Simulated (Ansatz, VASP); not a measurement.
## Two plane-wave programs on SnSe

```
Sn Se
1.0
     0.00000    2.98489    2.98489
     2.98489    0.00000    2.98489
     2.98489    2.98489    0.00000
Sn Se
1 1
Direct
  0.00000 0.00000 0.00000
  0.50000 0.50000 0.50000
```

Alike in both runs: task single point; functional PBE; k mesh 8 × 8 × 8; occupations fermi-dirac, width 0.02 eV; non-collinear spin, spin-orbit coupling.

```csv
,VASP,Ansatz
version,VASP 6.6.1,Ansatz 0.2.0
potentials or method,"VASP PAW PBE potentials, release 64 (Sn_d, Se)","plane waves, PAW"
plane-wave cutoff (eV),520,420
valence electrons in the cell,20,30
```

|  | VASP | Ansatz | Ansatz less VASP |
| --- | --- | --- | --- |
| pressure (GPa) | 2.3 | 2.3 | -0.02 |
| net moment per atom (μB) | 0.00 | 0.00 | 0.000 |

VASP's potentials hold 20 valence electrons a cell and Ansatz's 30, so a difference there can come from the potentials and not from the codes.
